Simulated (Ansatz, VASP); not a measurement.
## Two plane-wave programs on H

Contents of INCAR:

```
SYSTEM = H
  ALGO = Normal
  EDIFF = 1E-6
  ENCUT = 520
  GGA = PS
  ISIF = 2
  ISMEAR = 0
  LASPH = .TRUE.
  LCHARG = .FALSE.
  LREAL = .FALSE.
  LWAVE = .FALSE.
  NBANDS = 10
  NELM = 100
  PREC = Accurate
  SIGMA = 0.02
```

File KPOINTS:

```
k-points
0
G
  1 1 1
  0 0 0
```

The input POSCAR:

```
H
1.0
    2.6106004258     -2.5489972608      0.0171045564
    2.5611606291      2.4984677729      0.0231136646
    0.0317472335      0.0048479850      4.1122446782
H
4
Direct
    0.9670020716      0.0132667702      0.0564372334
    0.4541963689      0.5721292699      0.4012082280
    0.5369673576      0.4431455253      0.4925972676
    0.0792056082      0.9373123850      0.9117002412
```

Input for Ansatz:

```yaml
crystal:
  lattice:
    - [2.6106004258, -2.5489972608, 0.0171045564]
    - [2.5611606291, 2.4984677729, 0.0231136646]
    - [0.0317472335, 0.004847985, 4.1122446782]
  atoms:
    - { symbol: H, position: [0.9670020716, 0.0132667702, 0.0564372334] }
    - { symbol: H, position: [0.4541963689, 0.5721292699, 0.401208228] }
    - { symbol: H, position: [0.5369673576, 0.4431455253, 0.4925972676] }
    - { symbol: H, position: [0.0792056082, 0.937312385, 0.9117002412] }
basis:
  ecutwfc: 420
kpoints:
  mp_grid: { grid: [1, 1, 1] }
hamiltonian:
  xc: pbesol
scf:
  occupations: { method: gaussian, width: 0.02 }
output:
  forces: true
  stress: true
  eigenvalues: true
```

Change from the starting cell: kmesh displaced: [1, 1, 1] Gamma-centred.

Alike in both runs: task single point; functional PBEsol; k mesh 1 × 1 × 1; occupations gaussian, width 0.02 eV; no spin polarisation.

```csv
,VASP,Ansatz
version,VASP 6.6.1,Ansatz 0.2.0
potentials or method,"VASP PAW PBE potentials, release 64 (H), cutoff 520 eV","scalar-relativistic, plane waves, PAW"
valence electrons in the cell,4,4
```

|  | VASP | Ansatz | Ansatz less VASP |
| --- | --- | --- | --- |
| gap on the k mesh at the Fermi level (eV) | 11.72 | 11.72 | +0.002 |
| least direct gap on the mesh (eV) | 11.72 | 11.72 | +0.002 |
| pressure (GPa) | -1.2 | -1.1 | +0.14 |
| traceless stress, the component that is largest in VASP (GPa) | -5.87 | -5.85 | +0.014 |
| rms of the force components (eV/Å) | 2.065 | 2.051 | -0.0143 |

VASP's potentials were made for PBE, not for PBEsol. Atom by atom the forces differ by 0.014 eV/Å (rms over components).

The k mesh is coarse, so the values compare programs but aren't converged.
